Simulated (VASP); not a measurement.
A run of VASP 6.6.1 is set up as follows.

INCAR

```
SYSTEM = Cd2O3
PREC     = Accurate       ! precision mode
ENCUT    = 520            ! plane-wave cutoff, eV
EDIFF    = 1E-6           ! SCF threshold, eV
ISMEAR   = -1             ! smearing method
SIGMA    = 0.06122561905347299 ! smearing width, eV
LREAL    = .FALSE.        ! projectors in reciprocal space
LASPH    = .TRUE.         ! aspherical terms in the spheres
NELM     = 80             ! most SCF steps
ALGO     = Normal         ! electronic algorithm
ISIF     = 2              ! what is computed and relaxed
LWAVE    = .FALSE.        ! write WAVECAR
LCHARG   = .TRUE.         ! write CHGCAR
GGA      = PE             ! functional
LELF     = .TRUE.         ! ELF
LVHAR    = .TRUE.       
NBANDS   = 53             ! bands
```

KPOINTS

```
Automatic mesh
0
G
  7 7 7
  0 0 0
```

POSCAR

```
Cd2O3
1.0
    5.2004213333      0.0000000000      0.0000000000
    0.0000000000      5.2004213333      0.0000000000
    0.0000000000      0.0000000000      5.2004213333
Cd O
4 6
Direct
    0.2500000000      0.2500000000      0.2500000000
    0.7500000000      0.7500000000      0.2500000000
    0.7500000000      0.2500000000      0.7500000000
    0.2500000000      0.7500000000      0.7500000000
    0.5000000000      0.0000000000      0.0000000000
    0.0000000000      0.5000000000      0.0000000000
    0.0000000000      0.0000000000      0.5000000000
    0.5000000000      0.5000000000      0.0000000000
    0.5000000000      0.0000000000      0.5000000000
    0.0000000000      0.5000000000      0.5000000000
```

Potentials or basis: VASP PAW PBE potentials, release 64 (Cd, O).

Command:

```console
$ cat potpaw_PBE.64/Cd/POTCAR potpaw_PBE.64/O/POTCAR > POTCAR
$ mpirun -np 1 vasp_std > vasp.out
```

(1) Predict the pressure.

(2) Predict the band gap on the k mesh.

Answers

(1) 5.8 GPa.

(2) zero (bands 42 and 43 overlap by 0.76 eV).

Caveat: the cell stands under pressure; semilocal functionals underestimate gaps, so a narrow gap can read as zero.
